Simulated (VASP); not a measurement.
Set up this calculation in VASP 6.6.1, as the native input.

```
Task                               : single point
Functional                         : HSE06
Potentials or basis                : VASP PAW PBE potentials, release 64 (Al, N)
Cutoff                             : 520 eV
k mesh                             : 4 × 4 × 4
Occupations                        : gaussian, width 0.01 eV
Spin                               : no spin polarisation
Dipole correction                  : no
Grid for exact exchange (PRECFOCK) : Normal
Further INCAR settings             : ALGO = Normal; EDIFF = 1e-07; NBANDS = 11
Screening parameter                : 0.2079 1/Å
```

The system is AlN.

```
Al N
1.0
     0.00000    2.18488    2.18488
     2.18488    0.00000    2.18488
     2.18488    2.18488    0.00000
Al N
1 1
Direct
  0.00000 0.00000 0.00000
  0.75000 0.75000 0.75000
```

One way to write it, as run:

POSCAR

```
AlN
1.0
    0.0000000000      2.1848764855      2.1848764855
    2.1848764855      0.0000000000      2.1848764855
    2.1848764855      2.1848764855      0.0000000000
Al N
1 1
Direct
    0.0000000000      0.0000000000      0.0000000000
    0.7500000000      0.7500000000      0.7500000000
```

INCAR.step1

```
SYSTEM = AlN
  ALGO = Normal
  EDIFF = 1E-5
  ENCUT = 520
  GGA = PE
  ISIF = 2
  ISMEAR = 0
  LASPH = .True.
  LREAL = .False.
  LWAVE = .True.
  NBANDS = 11
  NELM = 60
  PREC = Accurate
  SIGMA = 0.01
```

INCAR.step2

```
SYSTEM = AlN
  ALGO = Normal
  EDIFF = 1E-7
  ENCUT = 520
  GGA = PE
  HFSCREEN = 0.2079
  ISIF = 2
  ISMEAR = 0
  ISTART = 1
  LASPH = .True.
  LCHARG = .True.
  LELF = .True.
  LHFCALC = .True.
  LREAL = .False.
  LVHAR = .True.
  LWAVE = .False.
  NBANDS = 11
  NELM = 60
  PREC = Accurate
  PRECFOCK = Normal
  SIGMA = 0.01
```

KPOINTS

```
k-points
0
Gamma
  4 4 4
  0 0 0
```

Potentials or basis: VASP PAW PBE potentials, release 64 (Al, N).

Launch:

```console
$ cat potpaw_PBE.64/Al/POTCAR potpaw_PBE.64/N/POTCAR > POTCAR
$ cp INCAR.step1 INCAR
$ mpirun -np 1 vasp_std > vasp.out
$ cp INCAR.step2 INCAR
$ mpirun -np 1 vasp_std > vasp.out
```

Results of the run:

```json
{
  "Pressure": "-0.8 GPa",
  "Band gap on the k mesh": "4.55 eV, indirect (least direct gap 5.56 eV)"
}
```

Caveat: the k points lie up to 0.62 Å⁻¹ apart; the PAW data sets were made with another functional, which shifts forces and pressure a little.

Run time: 2.8 min on 1 thread of AMD EPYC 7R13, with other jobs on the host, peak memory 0.2 GiB.
